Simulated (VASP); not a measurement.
# BP (F-43m) in VASP: a series of runs

Runs on BP. Level: r2SCAN. Tasks: single point.

Everything below comes from runs of VASP 6.6.1. Logs are shortened: lines on timing, memory, paths and dates and some standing lists are left out, and cuts for length are marked.

### Step 1. The cell of the first run

Symmetry: F-43m, No. 216, cubic system. Conventional cell: a = 4.479 Å, b = 4.479 Å, c = 4.479 Å, α = 90.00°, β = 90.00°, γ = 90.00°. Within 2.6 Å of B (site symmetry -43m) lie 4 P at 1.94 Å. P (site symmetry -43m) has 4 B at 1.94 Å within 2.6 Å.

### Step 2. Single point, r2SCAN

The input, POSCAR:

```
BP
1.0
    2.2394870396      2.2394870396      0.0000000000
   -2.2394870396      2.2394870396      0.0000000000
    0.0000000000      2.2394870396      2.2394870396
B P
1 1
Direct
    0.0000000000      0.0000000000      0.0000000000
    0.7500000000      0.2500000000      0.5000000000
```

The input, INCAR.step1:

```
SYSTEM = BP
  PREC = Accurate
  ENCUT = 520
  ISMEAR = 0
  SIGMA = 0.01
  LREAL = .False.
  LASPH = .True.
  NELM = 60
  NBANDS = 11
  GGA = PE
  ALGO = Normal
  EDIFF = 1E-4
  LWAVE = .True.
  LCHARG = .False.
```

The input, INCAR.step2:

```
SYSTEM = BP
  PREC = Accurate
  ENCUT = 520
  EDIFF = 1E-7
  ISMEAR = 0
  SIGMA = 0.01
  LREAL = .False.
  LASPH = .True.
  NELM = 60
  ALGO = Normal
  ISIF = 2
  LWAVE = .False.
  LCHARG = .False.
  METAGGA = R2SCAN
  LMIXTAU = .True.
  NBANDS = 11
  ISTART = 1
```

The input, KPOINTS:

```
Automatic mesh
0
Gamma
  8 8 8
  0 0 0
```

Potentials or basis: VASP PAW PBE potentials, release 64 (B, P).

Run with:

```console
$ cat potpaw_PBE.64/B/POTCAR potpaw_PBE.64/P/POTCAR > POTCAR
$ cp INCAR.step1 INCAR
$ mpirun -np 1 vasp_std > vasp.out
$ cp INCAR.step2 INCAR
$ mpirun -np 1 vasp_std > vasp.out
```

OUTCAR:

```text
SYSTEM = BP
   PREC = Accurate
   ENCUT = 520
   EDIFF = 1E-7
   ISMEAR = 0
   LREAL = .False.
   LASPH = .True.
   NELM = 60
   ISIF = 2
   METAGGA = R2SCAN
   ISTART = 1

 ion  position               nearest neighbor table
   1  0.000  0.000  0.000-   2 1.94   2 1.94   2 1.94   2 1.94
   2  0.750  0.250  0.500-   1 1.94   1 1.94   1 1.94   1 1.94

  LATTYP: Found a face centered cubic cell.
 ALAT       =     4.4789740792

  Lattice vectors:

 A1 = (   0.0000000000,   2.2394870396,   2.2394870396)
 A2 = (   2.2394870396,   0.0000000000,   2.2394870396)
 A3 = (   2.2394870396,   2.2394870396,   0.0000000000)

Analysis of symmetry for initial positions (statically):
=====================================================================
 Subroutine PRICEL returns:
 Original cell was already a primitive cell.

 Routine SETGRP: Setting up the symmetry group for a
 face centered cubic supercell.

 Subroutine GETGRP returns: Found 24 space group operations
 (whereof 24 operations were pure point group operations)
 out of a pool of 48 trial point group operations.

The static configuration has the point symmetry T_d .

Analysis of symmetry for dynamics (positions and initial velocities):
=====================================================================
 Subroutine PRICEL returns:
 Original cell was already a primitive cell.

 Routine SETGRP: Setting up the symmetry group for a
 face centered cubic supercell.

 Subroutine GETGRP returns: Found 24 space group operations
 (whereof 24 operations were pure point group operations)
 out of a pool of 48 trial point group operations.

The dynamic configuration has the point symmetry T_d .

 Subroutine INISYM returns: Found 24 space group operations
 (whereof 24 operations are pure point group operations),
 and found     1 'primitive' translations

----------------------------------------------------------------------------------------

                                     Primitive cell

  volume of cell :      22.4634

  direct lattice vectors                    reciprocal lattice vectors
     2.239487040  2.239487040  0.000000000     0.223265414  0.223265414 -0.223265414
    -2.239487040  2.239487040  0.000000000    -0.223265414  0.223265414 -0.223265414
     0.000000000  2.239487040  2.239487040     0.000000000  0.000000000  0.446530827

  length of vectors
     3.167112944  3.167112944  3.167112944     0.386707040  0.386707040  0.446530827

  position of ions in fractional coordinates (direct lattice)
     0.000000000  0.000000000  0.000000000
     0.750000000  0.250000000  0.500000000

  ion indices of the primitive-cell ions
   primitive index   ion index
                 1           1
                 2           2

----------------------------------------------------------------------------------------

 KPOINTS: Automatic mesh

Automatic generation of k-mesh.
 Grid dimensions read from file:
 generate k-points for:    8    8    8

 Generating k-lattice:

  Cartesian coordinates                     Fractional coordinates (reciprocal lattice)
     0.027908177  0.027908177 -0.027908177     0.125000000  0.000000000  0.000000000
    -0.027908177  0.027908177 -0.027908177     0.000000000  0.125000000  0.000000000
     0.000000000  0.000000000  0.055816353     0.000000000  0.000000000  0.125000000

  Length of vectors
     0.048338380  0.048338380  0.055816353

  Shift w.r.t. Gamma in fractional coordinates (k-lattice)
     0.000000000  0.000000000  0.000000000

 Subroutine IBZKPT returns following result:
 ===========================================

 Found     29 irreducible k-points:

 Following reciprocal coordinates:
            Coordinates               Weight
  0.000000  0.000000  0.000000      1.000000
  0.125000  0.000000  0.000000      8.000000
  0.250000  0.000000  0.000000      8.000000
  0.375000  0.000000  0.000000      8.000000
  0.500000  0.000000  0.000000      4.000000
  0.125000  0.125000  0.000000     12.000000
[... 16 lines left out ...]
  0.375000  0.250000  0.125000     48.000000
  0.500000  0.250000  0.125000     24.000000
 [... further k-points ...]
   k-points           NKPTS =     29   k-points in BZ     NKDIM =     29   number of bands    NBANDS=     11
   number of dos      NEDOS =    301   number of ions     NIONS =      2
   total plane-waves  NPLWV =  13824
   dimension x,y,z NGX =    24 NGY =   24 NGZ =   24
   dimension x,y,z NGXF=    48 NGYF=   48 NGZF=   48
   ions per type =               1   1
   NGX,Y,Z   is equivalent  to a cutoff of  12.60, 12.60, 12.60 a.u.
   NGXF,Y,Z  is equivalent  to a cutoff of  25.20, 25.20, 25.20 a.u.
 SYSTEM =  BP
   PREC   = accura    normal or accurate (medium, high low for compatibility)
   ISTART =      1    job   : 0-new  1-cont  2-samecut
   ICHARG =      0    charge: 1-file 2-atom 10-const
   ISPIN  =      1    spin polarized calculation?
   LNONCOLLINEAR =      F non collinear calculations
   LSORBIT =      F    spin-orbit coupling
   LASPH  =      T    aspherical Exc in radial PAW
   ENCUT  =  520.0 eV  38.22 Ry    6.18 a.u.   5.89  5.89  5.89*2*pi/ulx,y,z
   NELM   =     60;   NELMIN=  2; NELMDL=  0     # of ELM steps
   EDIFF  = 0.1E-06   stopping-criterion for ELM
   LREAL  =      F    real-space projection
   EDIFFG = 0.1E-05   stopping-criterion for IOM
   NSW    =      0    number of steps for IOM
   IBRION =     -1    ionic relax: 0-MD 1-quasi-New 2-CG
   NFREE  =      0    steps in history (QN), initial steepest desc. (CG)
   ISIF   =      2    stress and relaxation
   ISYM   =      2    0-nonsym 1-usesym 2-fastsym
   POTIM  = 0.5000    time-step for ionic-motion
   TEBEG  =    0.0;   TEEND  =   0.0 temperature during run
   PSTRESS=    0.0 pullay stress
   NELECT =       8.0000    total number of electrons
   NUPDOWN=      -1.0000    fix difference up-down
   EMIN   =  10.00;   EMAX   =-10.00  energy-range for DOS
   EFERMI =   0.00;   METHOD = LEGACY
   ISMEAR =     0;   SIGMA  =   0.01  broadening in eV -4-tet -1-fermi 0-gaus
   EFERMI_NEDOS =   21; number of points for ismear=-14 and -15
   IALGO  =     38    algorithm
   IMIX   =      4    mixing-type and parameters
     AMIX     =   0.40;   BMIX     =  1.00
     AMIX_MAG =   1.60;   BMIX_MAG =  1.00
  volume/ion in A,a.u.               =      11.23        75.80
  Fermi-wavevector in a.u.,A,eV,Ry     =   1.160414  2.192864 18.321068  1.346561
  Thomas-Fermi vector in A             =   2.296997
   LORBIT       =      0    0 simple, 1 ext, 2 COOP (PROOUT), +10 PAW based schemes
   METAGGA = R2SCAN    functional components
   LHFCALC =     F    Hartree Fock is set to
   AEXX    =    0.0000 exact exchange contribution
   IVDW    =     0    specifies the selected vdW correction
   LEPSILON=     F    determine dielectric tensor
   LRPA    =     F    only Hartree local field effects (RPA)
 non-spin polarized calculation
 Gauss-broadening in eV      SIGMA  =   0.01
  energy-cutoff  :      520.00
  volume of cell :       22.46
 maximum number of plane-waves:       620
   NGX = 11   NGY = 11   NGZ = 11

 number of electron       8.0000001 magnetization

 Free energy of the ion-electron system (eV)
  ---------------------------------------------------
  ext. energy  EPLUGINS =         0.00000000
  ---------------------------------------------------
  free energy    TOTEN  =       -17.29323456 eV

  energy without entropy =      -17.29323456  energy(sigma->0) =      -17.29323456

 E-fermi :   7.9934     XC(G=0): -11.6793

 val. band max:        7.8638682034   @ k =   0.0000   0.0000   0.0000
 cond. band min:       9.2936730700   @ k =  -0.3750   0.3750   0.0000
 fundamental gap:      1.4298048665
 Fermi energy:         7.9934262706

 k-point     1 :       0.0000    0.0000    0.0000
  band No.  band energies     occupation
      1      -8.7629      2.00000
      2       7.8639      2.00000
      3       7.8639      2.00000
      4       7.8639      2.00000
      5      11.5666      0.00000
      6      11.5666      0.00000
      7      11.5666      0.00000
      8      16.5123      0.00000
      9      20.5743      0.00000
     10      20.6219      0.00000
     11      20.6219      0.00000

 k-point     2 :       0.1250    0.0000    0.0000
  band No.  band energies     occupation
      1      -8.4580      2.00000
      2       5.8685      2.00000
      3       7.3961      2.00000
      4       7.3961      2.00000
      5      12.2173      0.00000
      6      12.2173      0.00000
      7      12.2311      0.00000
      8      17.2678      0.00000
      9      19.6921      0.00000
     10      19.6921      0.00000
     11      21.4698      0.00000

 k-point     3 :       0.2500    0.0000    0.0000
  band No.  band energies     occupation
      1      -7.5620      2.00000
      2       2.6399      2.00000
      3       6.6454      2.00000
      4       6.6454      2.00000
      5      12.4225      0.00000
      6      13.0397      0.00000
      7      13.0397      0.00000
      8      18.6366      0.00000
      9      19.4680      0.00000
     10      19.4680      0.00000
     11      22.1555      0.00000

 k-point     4 :       0.3750    0.0000    0.0000
  band No.  band energies     occupation
      1      -6.1824      2.00000
      2      -0.3169      2.00000
      3       6.1268      2.00000
      4       6.1268      2.00000
      5      12.3117      0.00000
      6      13.0521      0.00000
      7      13.0521      0.00000
      8      19.0263      0.00000
      9      21.3543      0.00000
     10      21.3543      0.00000
     11      23.0898      0.00000
[... 239 lines left out ...]
 k-point    22 :       0.2500    0.2500    0.1250
  band No.  band energies     occupation
      1      -6.7743      2.00000
      2       2.5725      2.00000
      3       3.7343      2.00000
      4       5.7167      2.00000
      5      11.6671      0.00000
      6      14.3596      0.00000
      7      14.7110      0.00000
      8      16.1215      0.00000
      9      20.4331      0.00000
     10      22.9525      0.00000
     11      25.0277      0.00000

 k-point    23 :       0.3750    0.2500    0.1250
  band No.  band energies     occupation
      1      -5.4241      2.00000
      2       0.2008      2.00000
      3       3.0488      2.00000
      4       4.8703      2.00000
      5      12.3485      0.00000
      6      13.8442      0.00000
      7      15.9068      0.00000
      8      16.9833      0.00000
      9      21.4477      0.00000
     10      22.3413      0.00000
     11      26.3494      0.00000

 k-point    24 :       0.5000    0.2500    0.1250
  band No.  band energies     occupation
      1      -4.3856      2.00000
      2      -1.3007      2.00000
      3       2.9720      2.00000
      4       4.4631      2.00000
      5      12.4262      0.00000
      6      13.5655      0.00000
      7      17.0243      0.00000
      8      18.6299      0.00000
      9      19.1539      0.00000
     10      23.4517      0.00000
     11      26.0131      0.00000

 [... further k-points ...]

------------------------ aborting loop because EDIFF is reached ----------------------------------------

  FORCE on cell =-STRESS in cart. coord.  units (eV):
  Direction    XX          YY          ZZ          XY          YZ          ZX
  --------------------------------------------------------------------------------------
  -------------------------------------------------------------------------------------
  Total        0.9030090      0.9030090      0.9030090      0.0000000      0.0000000     -0.0000000
  in kB       64.4060975     64.4060975     64.4060975      0.0000000      0.0000000     -0.0000000
  external PRESSURE =      64.4060975 kB  Pullay stress =       0.0000000 kB

 VOLUME and BASIS-vectors are now :
 -----------------------------------------------------------------------------
  energy-cutoff  :      520.00
  volume of cell :       22.46
      direct lattice vectors                 reciprocal lattice vectors
     2.239487040  2.239487040  0.000000000     0.223265414  0.223265414 -0.223265414
    -2.239487040  2.239487040  0.000000000    -0.223265414  0.223265414 -0.223265414
     0.000000000  2.239487040  2.239487040     0.000000000  0.000000000  0.446530827

 POSITION                                       TOTAL-FORCE (eV/Angst)
 -----------------------------------------------------------------------------------
      0.00000      0.00000      0.00000         0.000000     -0.000000      0.000000
      1.11974      3.35923      1.11974        -0.000000      0.000000      0.000000
 -----------------------------------------------------------------------------------
    total drift:                                0.000000      0.000000     -0.000000

  FREE ENERGIE OF THE ION-ELECTRON SYSTEM (eV)
  ---------------------------------------------------
  free  energy   TOTEN  =       -17.2932345630 eV

  energy  without entropy=      -17.2932345630  energy(sigma->0) =      -17.29323456
```

Run time: 19 s. Hardware: 1 thread of AMD EPYC 9R45 (Zen 5), shared host; peak memory 0.11 GiB.

Results:

- Free energy: -17.2932 eV
- Pressure: 6.4 GPa
- Band gap on the k mesh: 1.43 eV, indirect (least direct gap 3.70 eV)

Caveat: the PAW data sets were made with another functional, which shifts forces and pressure a little.

### Step 3. Single point, r2SCAN

POSCAR is that of step 2.

The input, INCAR.step1:

```
PREC     = Accurate       # precision mode
ENCUT    = 520            # plane-wave cutoff, eV
ISMEAR   = 0              # smearing method
SIGMA    = 0.01           # smearing width, eV
LREAL    = F              # projectors in reciprocal space
LASPH    = T              # aspherical terms in the spheres
NELM     = 60             # most SCF steps
NBANDS   = 11             # bands
GGA      = PE             # functional
ALGO     = Normal         # electronic algorithm
EDIFF    = 1E-4           # SCF threshold, eV
LWAVE    = T              # write WAVECAR
LCHARG   = F              # write CHGCAR
```

The input, INCAR.step2:

```
PREC     = Accurate       # precision mode
ENCUT    = 520            # plane-wave cutoff, eV
EDIFF    = 1E-6           # SCF threshold, eV
ISMEAR   = 0              # smearing method
SIGMA    = 0.01           # smearing width, eV
LREAL    = F              # projectors in reciprocal space
LASPH    = T              # aspherical terms in the spheres
NELM     = 60             # most SCF steps
ALGO     = Normal         # electronic algorithm
ISIF     = 2              # what is computed and relaxed
LWAVE    = F              # write WAVECAR
LCHARG   = F              # write CHGCAR
METAGGA  = R2SCAN         # meta-GGA
LMIXTAU  = T            
NBANDS   = 11             # bands
ISTART   = 1
```

The input, KPOINTS:

```
regular mesh
0
Gamma
  8 8 8
```

Potentials or basis: VASP PAW PBE potentials, release 64 (B, P).

Run with:

```console
$ cat potpaw_PBE.64/B/POTCAR potpaw_PBE.64/P/POTCAR > POTCAR
$ cp INCAR.step1 INCAR
$ mpirun -np 1 vasp_std > vasp.out
$ cp INCAR.step2 INCAR
$ mpirun -np 1 vasp_std > vasp.out
```

It took 17 s on 1 thread of AMD EPYC 9R45 (Zen 5), shared host; peak memory 0.11 GiB.

Results (log left out):

```yaml
Free_energy: -17.2932 eV
Pressure: 6.4 GPa
Band_gap_on_the_k_mesh: 1.43 eV, indirect (least direct gap 3.70 eV)
```

Levels at points of the mesh, in eV from the valence-band top:
```csv
k point,band 2,band 3,band 4,band 5,band 6,band 7
"(0.00, 0.00, 0.00)",0.00,0.00,0.00,3.70,3.70,3.70
"(0.50, 0.00, 0.00)",-9.79,-1.91,-1.91,4.39,5.05,5.05
"(0.50, 0.50, 0.00)",-9.34,-4.49,-4.49,1.46,1.87,13.45
```

Caveat: the PAW data sets were made with another functional, which shifts forces and pressure a little. A k mesh can miss the band edges.

### Step 4. Single point, r2SCAN

This run uses another cell than the first one, of 11.06 Å³/atom, 0.985 times its volume.

The input, POSCAR:

```
BP
1.0
    2.2283485099      2.2283485099      0.0000000000
   -2.2283485099      2.2283485099      0.0000000000
    0.0000000000      2.2283485099      2.2283485099
B P
1 1
Direct
    0.0000000000      0.0000000000      0.0000000000
    0.7500000000      0.2500000000      0.5000000000
```

The input, INCAR.step1:

```
ALGO = Normal
EDIFF = 1E-4
ENCUT = 520
GGA = PE
ISMEAR = 0
LASPH = T
LCHARG = F
LREAL = F
LWAVE = T
NBANDS = 11
NELM = 100
PREC = Accurate
SIGMA = 0.01
```

The input, INCAR.step2:

```
ALGO = Normal
EDIFF = 1E-7
ENCUT = 520
ISIF = 2
ISMEAR = 0
ISTART = 1
LASPH = T
LCHARG = F
LMIXTAU = T
LREAL = F
LWAVE = F
METAGGA = R2SCAN
NBANDS = 11
NELM = 100
PREC = Accurate
SIGMA = 0.01
```

The input, KPOINTS:

```
k-points
0
Gamma
  8 8 8
```

Run with:

```console
$ cat potpaw_PBE.64/B/POTCAR potpaw_PBE.64/P/POTCAR > POTCAR
$ cp INCAR.step1 INCAR
$ mpirun -np 1 vasp_std > vasp.out
$ cp INCAR.step2 INCAR
$ mpirun -np 1 vasp_std > vasp.out
```

Run time: 19 s. Hardware: 1 thread of AMD EPYC 9R45 (Zen 5), shared host; peak memory 0.1 GiB.

It converged, with:

| Property | Result |
| --- | --- |
| Free energy | -17.2765 eV |
| Pressure | 9.4 GPa |
| Band gap on the k mesh | 1.41 eV, indirect (least direct gap 3.73 eV) |

Levels at points of the mesh, in eV from the valence-band top:
| k point | band 1 | band 2 | band 3 | band 4 | band 5 | band 6 | band 7 | band 8 |
| --- | --- | --- | --- | --- | --- | --- | --- | --- |
| (0.00, 0.00, 0.00) | -16.77 | 0.00 | 0.00 | 0.00 | 3.73 | 3.73 | 3.73 | 8.89 |
| (0.50, 0.00, 0.00) | -13.06 | -9.91 | -1.93 | -1.93 | 4.49 | 5.06 | 5.06 | 11.13 |
| (0.50, 0.50, 0.00) | -11.31 | -9.42 | -4.55 | -4.55 | 1.43 | 1.86 | 13.60 | 13.60 |

Caveat: the PAW data sets were made with another functional, which shifts forces and pressure a little. A k mesh can miss the band edges.

[end of part 1 of 2]
